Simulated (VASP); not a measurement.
# Co (P6/mmm) in VASP: a series of runs

Co is run at these levels: PBE; tasks: single point.

Program: VASP 6.6.1. These are calculated values, not measurements. Logs are shortened: lines on timing, memory, paths and dates and some standing lists are left out, and cuts for length are marked.

## Step 1: The cell of the first run

It takes space group P6/mmm (No. 191, hexagonal). The conventional cell has a = 3.910 Å, b = 3.910 Å, c = 2.396 Å, α = 90.00°, β = 90.00°, γ = 120.00°. Within 3.2 Å of Co (site symmetry 6/mmm) lie 14 Co at 2.40 to 2.56 Å. Within 3.0 Å of Co (site symmetry -6m2) lie 11 Co at 2.26 to 2.56 Å.

This isn't the form of Co at room conditions, which is hcp.

## Step 2: Single point, PBE

The input, INCAR:

```
SYSTEM = Co
PREC = Accurate ; ENCUT = 520
EDIFF = 1E-6 ; ISMEAR = -1
SIGMA = 0.1 ; LREAL = .False.
LASPH = .True. ; NELM = 60
ALGO = Normal ; ISIF = 2
LWAVE = .False. ; LCHARG = .False.
GGA = PE ; NBANDS = 20
```

The input, KPOINTS:

```
Automatic mesh
0
Gamma
  9 9 13
  0 0 0
```

The input, POSCAR:

```
Co
1.0
    3.9095844549      0.0000000000      0.0000000000
   -1.9547922275      3.3857994561      0.0000000000
    0.0000000000      0.0000000000      2.3964108189
Co
3
Direct
    0.0000000000      0.0000000000      0.0000000000
    0.3333333333      0.6666666667      0.5000000000
    0.6666666667      0.3333333333      0.5000000000
```

Potentials or basis: VASP PAW PBE potentials, release 64 (Co).

Launch:

```sh
cat potpaw_PBE.64/Co/POTCAR > POTCAR
mpirun -np 1 vasp_std > vasp.out
```

OUTCAR:

```text
SYSTEM = Co
   PREC = Accurate
   ENCUT = 520
   EDIFF = 1E-6
   ISMEAR = -1
   LREAL = .False.
   LASPH = .True.
   NELM = 60
   ISIF = 2
   GGA = PE

 ion  position               nearest neighbor table
   1  0.000  0.000  0.000-   2 2.56   3 2.56   2 2.56   3 2.56   2 2.56   2 2.56   3 2.56   3 2.56
                             3 2.56   3 2.56   2 2.56   2 2.56
   2  0.333  0.667  0.500-   3 2.26   3 2.26   3 2.26   1 2.56   1 2.56   1 2.56   1 2.56   1 2.56
                             1 2.56
   3  0.667  0.333  0.500-   2 2.26   2 2.26   2 2.26   1 2.56   1 2.56   1 2.56   1 2.56   1 2.56
                             1 2.56

  LATTYP: Found a hexagonal cell.
 ALAT       =     3.9095844549
 C/A-ratio  =     0.6129579362

  Lattice vectors:

 A1 = (   3.9095844549,   0.0000000000,   0.0000000000)
 A2 = (  -1.9547922275,   3.3857994561,   0.0000000000)
 A3 = (   0.0000000000,   0.0000000000,   2.3964108189)

Analysis of symmetry for initial positions (statically):
=====================================================================
 Subroutine PRICEL returns:
 Original cell was already a primitive cell.

 Routine SETGRP: Setting up the symmetry group for a
 hexagonal supercell.

 Subroutine GETGRP returns: Found 24 space group operations
 (whereof 24 operations were pure point group operations)
 out of a pool of 24 trial point group operations.

The static configuration has the point symmetry D_6h.

Analysis of symmetry for dynamics (positions and initial velocities):
=====================================================================
 Subroutine PRICEL returns:
 Original cell was already a primitive cell.

 Routine SETGRP: Setting up the symmetry group for a
 hexagonal supercell.

 Subroutine GETGRP returns: Found 24 space group operations
 (whereof 24 operations were pure point group operations)
 out of a pool of 24 trial point group operations.

The dynamic configuration has the point symmetry D_6h.

 Subroutine INISYM returns: Found 24 space group operations
 (whereof 24 operations are pure point group operations),
 and found     1 'primitive' translations

----------------------------------------------------------------------------------------

                                     Primitive cell

  volume of cell :      31.7215

  direct lattice vectors                    reciprocal lattice vectors
     3.909584455  0.000000000  0.000000000     0.255781660  0.147675610  0.000000000
    -1.954792228  3.385799456  0.000000000     0.000000000  0.295351220  0.000000000
     0.000000000  0.000000000  2.396410819     0.000000000  0.000000000  0.417290722

  length of vectors
     3.909584455  3.909584455  2.396410819     0.295351220  0.295351220  0.417290722

  position of ions in fractional coordinates (direct lattice)
     0.000000000  0.000000000  0.000000000
     0.333333333  0.666666667  0.500000000
     0.666666667  0.333333333  0.500000000

  ion indices of the primitive-cell ions
   primitive index   ion index
                 1           1
                 2           2
                 3           3

----------------------------------------------------------------------------------------

 KPOINTS: Automatic mesh

Automatic generation of k-mesh.
 Grid dimensions read from file:
 generate k-points for:    9    9   13

 Generating k-lattice:

  Cartesian coordinates                     Fractional coordinates (reciprocal lattice)
     0.028420184  0.016408401  0.000000000     0.111111111  0.000000000  0.000000000
     0.000000000  0.032816802  0.000000000     0.000000000  0.111111111  0.000000000
     0.000000000  0.000000000  0.032099286     0.000000000  0.000000000  0.076923077

  Length of vectors
     0.032816802  0.032816802  0.032099286

  Shift w.r.t. Gamma in fractional coordinates (k-lattice)
     0.000000000  0.000000000  0.000000000

 Subroutine IBZKPT returns following result:
 ===========================================

 Found     84 irreducible k-points:

 Following reciprocal coordinates:
            Coordinates               Weight
  0.000000  0.000000  0.000000      1.000000
  0.111111 -0.000000  0.000000      6.000000
  0.222222 -0.000000  0.000000      6.000000
  0.333333 -0.000000  0.000000      6.000000
  0.444444 -0.000000  0.000000      6.000000
  0.111111  0.111111  0.000000      6.000000
[... 16 lines left out ...]
  0.333333  0.222222  0.076923     24.000000
  0.333333  0.333333  0.076923      4.000000
 [... further k-points ...]
   k-points           NKPTS =     84   k-points in BZ     NKDIM =     84   number of bands    NBANDS=     20
   number of dos      NEDOS =    301   number of ions     NIONS =      3
   total plane-waves  NPLWV =  16200
   dimension x,y,z NGX =    30 NGY =   30 NGZ =   18
   dimension x,y,z NGXF=    60 NGYF=   60 NGZF=   36
   ions per type =               3
   NGX,Y,Z   is equivalent  to a cutoff of  12.76, 12.76, 12.49 a.u.
   NGXF,Y,Z  is equivalent  to a cutoff of  25.51, 25.51, 24.97 a.u.
 SYSTEM =  Co
   PREC   = accura    normal or accurate (medium, high low for compatibility)
   ISTART =      0    job   : 0-new  1-cont  2-samecut
   ICHARG =      2    charge: 1-file 2-atom 10-const
   ISPIN  =      1    spin polarized calculation?
   LNONCOLLINEAR =      F non collinear calculations
   LSORBIT =      F    spin-orbit coupling
   LASPH  =      T    aspherical Exc in radial PAW
   ENCUT  =  520.0 eV  38.22 Ry    6.18 a.u.   7.27  7.27  4.46*2*pi/ulx,y,z
   NELM   =     60;   NELMIN=  2; NELMDL= -5     # of ELM steps
   EDIFF  = 0.1E-05   stopping-criterion for ELM
   LREAL  =      F    real-space projection
   EDIFFG = 0.1E-04   stopping-criterion for IOM
   NSW    =      0    number of steps for IOM
   IBRION =     -1    ionic relax: 0-MD 1-quasi-New 2-CG
   NFREE  =      0    steps in history (QN), initial steepest desc. (CG)
   ISIF   =      2    stress and relaxation
   ISYM   =      2    0-nonsym 1-usesym 2-fastsym
   POTIM  = 0.5000    time-step for ionic-motion
   TEBEG  =    0.0;   TEEND  =   0.0 temperature during run
   PSTRESS=    0.0 pullay stress
   NELECT =      27.0000    total number of electrons
   NUPDOWN=      -1.0000    fix difference up-down
   EMIN   =  10.00;   EMAX   =-10.00  energy-range for DOS
   EFERMI =   0.00;   METHOD = LEGACY
   ISMEAR =    -1;   SIGMA  =   0.10  broadening in eV -4-tet -1-fermi 0-gaus
   EFERMI_NEDOS =   21; number of points for ismear=-14 and -15
   IALGO  =     38    algorithm
   IMIX   =      4    mixing-type and parameters
     AMIX     =   0.40;   BMIX     =  1.00
     AMIX_MAG =   1.60;   BMIX_MAG =  1.00
  volume/ion in A,a.u.               =      10.57        71.36
  Fermi-wavevector in a.u.,A,eV,Ry     =   1.551476  2.931864 32.750280  2.407078
  Thomas-Fermi vector in A             =   2.655990
   LORBIT       =      0    0 simple, 1 ext, 2 COOP (PROOUT), +10 PAW based schemes
   GGA     = PE    functional components
   LHFCALC =     F    Hartree Fock is set to
   AEXX    =    0.0000 exact exchange contribution
   IVDW    =     0    specifies the selected vdW correction
   LEPSILON=     F    determine dielectric tensor
   LRPA    =     F    only Hartree local field effects (RPA)
 non-spin polarized calculation
  energy-cutoff  :      520.00
  volume of cell :       31.72
 maximum number of plane-waves:       903
 NGX is ok and might be reduce to    30
   NGX = 15   NGY = 15   NGZ =  9

 number of electron      26.9999995 magnetization

 Free energy of the ion-electron system (eV)
  ---------------------------------------------------
  ext. energy  EPLUGINS =         0.00000000
  ---------------------------------------------------
  free energy    TOTEN  =       -20.17537519 eV

  energy without entropy =      -19.87432835  energy(sigma->0) =      -20.02485177

 E-fermi :  10.5460     XC(G=0): -13.5621

 val. band max:       10.5451520673   @ k =   0.4444  -0.0000   0.0000
 cond. band min:      10.5463335680   @ k =   0.1111   0.1111   0.2308
 fundamental gap:      0.0011815007
 Fermi energy:        10.5459821861

 k-point     1 :       0.0000    0.0000    0.0000
  band No.  band energies     occupation
      1       1.5720      2.00000
      2       6.4094      2.00000
      3       7.6802      2.00000
      4       7.6802      2.00000
      5       7.6926      2.00000
      6       7.6926      2.00000
[... 12 lines left out ...]
     19      17.5679      0.00000
     20      17.5679      0.00000

 k-point     2 :       0.1111   -0.0000    0.0000
  band No.  band energies     occupation
      1       1.7495      2.00000
      2       6.4243      2.00000
      3       7.2436      2.00000
      4       7.4576      2.00000
      5       7.6939      2.00000
      6       8.0919      2.00000
[... 12 lines left out ...]
     19      18.4174      0.00000
     20      19.4244      0.00000

 k-point     3 :       0.2222   -0.0000    0.0000
  band No.  band energies     occupation
      1       2.2696      2.00000
      2       6.3233      2.00000
      3       6.8505      2.00000
      4       7.3509      2.00000
      5       7.3887      2.00000
      6       8.1883      2.00000
[... 12 lines left out ...]
     19      18.3274      0.00000
     20      21.4322      0.00000

 k-point     4 :       0.3333   -0.0000    0.0000
  band No.  band energies     occupation
      1       3.0915      2.00000
      2       5.9641      2.00000
      3       6.3450      2.00000
      4       7.2739      2.00000
      5       7.4439      2.00000
      6       8.0439      2.00000
[... 429 lines left out ...]
 k-point    23 :       0.3333    0.2222    0.0769
  band No.  band energies     occupation
      1       4.5814      2.00000
      2       5.4159      2.00000
      3       5.8300      2.00000
      4       7.6516      2.00000
      5       7.7860      2.00000
      6       7.9719      2.00000
[... 12 lines left out ...]
     19      20.7957      0.00000
     20      23.2108      0.00000

 k-point    24 :       0.3333    0.3333    0.0769
  band No.  band energies     occupation
      1       5.0588      2.00000
      2       5.4437      2.00000
      3       5.4437      2.00000
      4       7.7886      2.00000
      5       7.7886      2.00000
      6       8.0062      2.00000
[... 12 lines left out ...]
     19      23.0147      0.00000
     20      23.1546      0.00000

 [... further k-points ...]

------------------------ aborting loop because EDIFF is reached ----------------------------------------

  FORCE on cell =-STRESS in cart. coord.  units (eV):
  Direction    XX          YY          ZZ          XY          YZ          ZX
  --------------------------------------------------------------------------------------
  -------------------------------------------------------------------------------------
  Total       -0.1456618     -0.1456618     -0.1649954      0.0000000      0.0000000      0.0000000
  in kB       -7.3570383     -7.3570383     -8.3335367      0.0000000      0.0000000      0.0000000
  external PRESSURE =      -7.6825378 kB  Pullay stress =       0.0000000 kB

 VOLUME and BASIS-vectors are now :
 -----------------------------------------------------------------------------
  energy-cutoff  :      520.00
  volume of cell :       31.72
      direct lattice vectors                 reciprocal lattice vectors
     3.909584455  0.000000000  0.000000000     0.255781660  0.147675610  0.000000000
    -1.954792228  3.385799456  0.000000000     0.000000000  0.295351220  0.000000000
     0.000000000  0.000000000  2.396410819     0.000000000  0.000000000  0.417290722

 POSITION                                       TOTAL-FORCE (eV/Angst)
 -----------------------------------------------------------------------------------
      0.00000      0.00000      0.00000         0.000000      0.000000      0.000000
     -0.00000      2.25720      1.19821         0.000000      0.000000      0.000000
      1.95479      1.12860      1.19821        -0.000000     -0.000000     -0.000000
 -----------------------------------------------------------------------------------
    total drift:                               -0.000000      0.000000      0.000000

  FREE ENERGIE OF THE ION-ELECTRON SYSTEM (eV)
  ---------------------------------------------------
  free  energy   TOTEN  =       -20.1753751851 eV

  energy  without entropy=      -19.8743283514  energy(sigma->0) =      -20.02485177
```

Wall time 69 s (1 thread of AMD EPYC 7R43 (Zen 3), shared host); peak memory 0.13 GiB.

Results:

| Property | Result |
| --- | --- |
| Free energy | -20.1754 eV |
| Pressure | -0.8 GPa |
| Band gap on the k mesh | zero (an odd number of electrons rules out a gap without spin polarisation) |

Stress tensor (GPa, compression positive):
```
-0.74  0.00  0.00
 0.00 -0.74  0.00
 0.00  0.00 -0.83
```

Levels at points of the mesh, in eV from the Fermi level:
```
           k point  band 11  band 12  band 13  band 14  band 15  band 16  band 17  band 18
(0.00, 0.00, 0.00)    -0.96    -0.96    -0.92    -0.92     0.44     0.44     7.00     7.00
```

Caveat: the run has no spin polarisation, though such a crystal can be magnetic. Spin polarisation is off, so any magnetic state and its effect on volume and gap are missing.

## Step 3: Single point, PBE (9.30 Å³/atom)

This run uses another cell than the first one, of 9.30 Å³/atom.

The input, INCAR:

```
SYSTEM = Co
PREC = Accurate
ENCUT = 520
EDIFF = 1E-7
ISMEAR = -1
SIGMA = 0.1
LREAL = .FALSE.
LASPH = .TRUE.
NELM = 100
ALGO = Normal
ISIF = 2
LWAVE = .FALSE.
LCHARG = .FALSE.
GGA = PE
NBANDS = 20
```

The input, KPOINTS:

```
Automatic mesh
0
G
  11 11 15
  0 0 0
```

The input, POSCAR:

```
Co
1.0
    3.7464921180      0.0000000000      0.0000000000
   -1.8732460590      3.2445573492      0.0000000000
    0.0000000000      0.0000000000      2.2964420767
Co
3
Direct
    0.0000000000      0.0000000000      0.0000000000
    0.3333333333      0.6666666667      0.5000000000
    0.6666666667      0.3333333333      0.5000000000
```

Potentials or basis: VASP PAW PBE potentials, release 64 (Co).

Launch:

```sh
cat potpaw_PBE.64/Co/POTCAR > POTCAR
mpirun -np 1 vasp_std > vasp.out
```

Run time: 1.8 min. Hardware: 1 thread of AMD EPYC 7R43 (Zen 3), shared host; peak memory 0.14 GiB.

Results (log left out):

```
Free energy            : -19.7711 eV
Pressure               : 39.4 GPa
Band gap on the k mesh : zero (an odd number of electrons rules out a gap without spin polarisation)
```

Stress tensor (GPa, compression positive):
```
40.11  0.00  0.00
 0.00 40.11  0.00
 0.00  0.00 38.06
```

Levels at points of the mesh, in eV from the Fermi level:
```tsv
k point	band 12	band 13	band 14	band 15	band 16	band 17
(0.00, 0.00, 0.00)	-1.16	-1.13	-1.13	0.54	0.54	7.77
```

Caveat: the cell stands under pressure; the run has no spin polarisation, though such a crystal can be magnetic. Spin polarisation is off, so any magnetic state and its effect on volume and gap are missing.

[end of part 1 of 2]
